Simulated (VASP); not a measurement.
**Nb2GeSb4: single point with PBEsol**

Crystal: Nb2GeSb4.

```xyz
7
Lattice="-3.5004 3.3187 1.9043 3.8169 -4.5983 3.9429 3.5627 4.6729 -3.5478" Properties=species:S:1:pos:R:3 pbc="T T T"
Nb    0.7513   -0.5594    2.9555
Nb    3.6642   -0.5035    1.9079
Ge    0.0402    0.2370    0.0803
Sb    1.9885    2.3339   -1.1640
Sb    1.8267    1.7338    1.7570
Sb    5.0677    1.6512    0.6108
Sb   -1.7268    0.8270    3.0834
```

| Property | Result |
| --- | --- |
| Program | VASP 6.6.1 |
| Task | single point |
| Functional | PBEsol |
| Potentials or basis | VASP PAW PBE potentials, release 64 (Nb_sv, Ge_d, Sb) |
| Cutoff | 520 eV |
| k mesh | 4 × 4 × 4 |
| Occupations | fermi-dirac, width 0.05 eV |
| Spin | no spin polarisation |
| Dipole correction | no |
| Further INCAR settings | ALGO = Normal; EDIFF = 1e-06; NBANDS = 39 |

```json
{
  "Pressure": "0.0 GPa",
  "Largest force": "0.010 eV/Å",
  "Band gap on the k mesh": "zero (bands 30 and 31 overlap by 0.46 eV)"
}
```

Forces in eV/Å, atoms in the order of the input:
```
Nb   0.000 -0.006  0.005
Nb  -0.004  0.001  0.001
Ge   0.001  0.004 -0.006
Sb   0.003  0.001 -0.002
Sb   0.004  0.002  0.006
Sb  -0.005 -0.001 -0.009
Sb   0.000 -0.002  0.006
```

Levels at points of the mesh, in eV from the Fermi level:
| k point | band 27 | band 28 | band 29 | band 30 | band 31 | band 32 | band 33 | band 34 |
| --- | --- | --- | --- | --- | --- | --- | --- | --- |
| (0.00, 0.00, 0.00) | -1.28 | -1.02 | -0.80 | -0.60 | 0.33 | 0.63 | 1.03 | 1.25 |
| (0.50, 0.00, 0.00) | -0.97 | -0.75 | -0.39 | -0.08 | 0.55 | 0.79 | 1.16 | 1.45 |
| (0.00, 0.50, 0.00) | -1.52 | -1.12 | -0.53 | -0.42 | 0.13 | 0.47 | 0.79 | 1.01 |
| (0.50, 0.50, 0.00) | -1.35 | -0.80 | -0.37 | 0.13 | 0.28 | 0.77 | 1.00 | 1.06 |
| (0.00, 0.00, 0.50) | -1.24 | -1.12 | -0.72 | -0.24 | 0.37 | 0.70 | 1.13 | 1.33 |
| (0.50, 0.00, 0.50) | -1.42 | -1.03 | -0.84 | -0.28 | 0.12 | 0.74 | 0.94 | 1.10 |
| (0.00, 0.50, 0.50) | -1.57 | -1.34 | -0.79 | -0.49 | -0.33 | 0.10 | 0.83 | 1.43 |
| (0.50, 0.50, 0.50) | -1.14 | -0.65 | -0.39 | 0.07 | 0.21 | 0.71 | 1.20 | 1.44 |

It took 4.2 min on 1 thread of AMD EPYC 7R13 Processor (Zen 3), with other jobs on the host, peak memory 0.42 GiB.

Caveat: the PAW data sets were made with another functional, which shifts forces and pressure a little; spin-orbit coupling is left out, which moves the levels of the heavy elements.
